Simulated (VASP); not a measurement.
Here is a VASP 6.6.1 calculation.

The input POSCAR:

```
Si7Ge
1.0
    5.4679684304      0.0000000000      0.0000000000
    0.0000000000      5.4679684304      0.0000000000
    0.0000000000      0.0000000000      5.4679684304
Si Ge
7 1
Direct
    0.2720294771      0.2720294771      0.2132333204
    0.0000000000      0.5000000000      0.5000000000
    0.5000000000      0.5000000000      0.0000000000
    0.5000000000      0.0000000000      0.5000000000
    0.7279705229      0.2720294771      0.7867666796
    0.7279705229      0.7279705229      0.2132333204
    0.2720294771      0.7279705229      0.7867666796
    0.0000000000      0.0000000000      0.0000000000
```

The input INCAR.step1:

```
ALGO = Normal ; EDIFF = 1E-4
ENCUT = 520 ; GGA = PE
ISMEAR = 0 ; LASPH = True
LCHARG = False ; LREAL = False
LWAVE = True ; NBANDS = 31
NELM = 60 ; PREC = Accurate
SIGMA = 0.05
```

Contents of INCAR.step2:

```
ALGO = Normal ; EDIFF = 1E-6
ENCUT = 520 ; ISIF = 2
ISMEAR = 0 ; ISTART = 1
LASPH = True ; LCHARG = False
LMIXTAU = True ; LREAL = False
LWAVE = False ; METAGGA = R2SCAN
NBANDS = 31 ; NELM = 60
PREC = Accurate ; SIGMA = 0.05
```

Contents of KPOINTS:

```
k-points
0
Gamma
  6 6 6
```

Potentials or basis: VASP PAW PBE potentials, release 64 (Si, Ge_d).

Launch:

```sh
$ cat potpaw_PBE.64/Si/POTCAR potpaw_PBE.64/Ge_d/POTCAR > POTCAR
$ cp INCAR.step1 INCAR
$ mpirun -np 1 vasp_std > vasp.out
$ cp INCAR.step2 INCAR
$ mpirun -np 1 vasp_std > vasp.out
```

Q: Predict the band gap on the k mesh.

A: Zero (bands 21 and 22 overlap by 0.03 eV).

Q: What does it give for the pressure?

A: 3.8 GPa.

Forces on the atoms (eV/Å):
```
Si  -2.658 -2.658  4.123
Si   0.000  0.000  0.000
Si   0.000  0.000  0.000
Si   0.000  0.000  0.000
Si   2.658 -2.658 -4.123
Si   2.658  2.658  4.123
Si  -2.658  2.658 -4.123
Ge   0.000  0.000  0.000
```

Caveat: the cell differs from its parent crystal (atoms displaced along a vibrational mode); the cell stands under pressure; semilocal functionals underestimate gaps, so a narrow gap can read as zero; the PAW data sets were made with another functional, which shifts forces and pressure a little.
